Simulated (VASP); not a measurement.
**TiSi2: single point with PBE+D4**

Crystal: TiSi2.

```
Ti Si
1.0
    -1.46231    1.69693    4.15896
     1.46231   -1.69693    4.15896
     1.46231    1.69693   -4.15896
Ti Si
1 2
Direct
  0.00000 0.00000 0.00000
  0.66981 0.66981 0.00000
  0.33019 0.33019 0.00000
```

```
Program                : VASP 6.6.1
Task                   : single point
Functional             : PBE
Dispersion             : D4
Potentials or basis    : VASP PAW PBE potentials, release 64 (Ti_sv, Si)
Cutoff                 : 520 eV
k mesh                 : 12 × 12 × 12
Occupations            : fermi-dirac, width 0.05 eV
Spin                   : no spin polarisation
Dipole correction      : no
Further INCAR settings : ALGO = Normal; EDIFF = 1e-06; NBANDS = 17
```

* Pressure: -0.1 GPa
* Band gap on the k mesh: zero (band 10 reaches 11.70 eV, above the bottom of band 11 at 9.32 eV)
* Dispersion energy per atom: -0.401 eV

Levels at points of the mesh, in eV from the Fermi level:
```tsv
k point	band 8	band 9	band 10	band 11	band 12	band 13
(0.00, 0.00, 0.00)	-2.19	-0.65	0.77	2.12	2.48	3.22
(0.50, 0.00, 0.00)	-3.77	-0.70	0.96	2.10	2.68	3.71
(0.00, 0.50, 0.00)	-3.42	-0.97	-0.45	0.99	2.84	3.53
(0.50, 0.50, 0.00)	-4.64	-2.95	-1.32	-0.65	2.90	3.02
(0.50, 0.50, 0.50)	-1.30	-0.37	0.49	2.04	2.51	2.54
```

Wall time 3.5 min on 1 thread of Intel(R) Xeon(R) Platinum 8259CL CPU @ 2.50GHz (Skylake/Cascade Lake), on a shared host, peak memory 0.34 GiB.

Caveat: pairwise dispersion overbinds metals, which lowers pressure and volume.
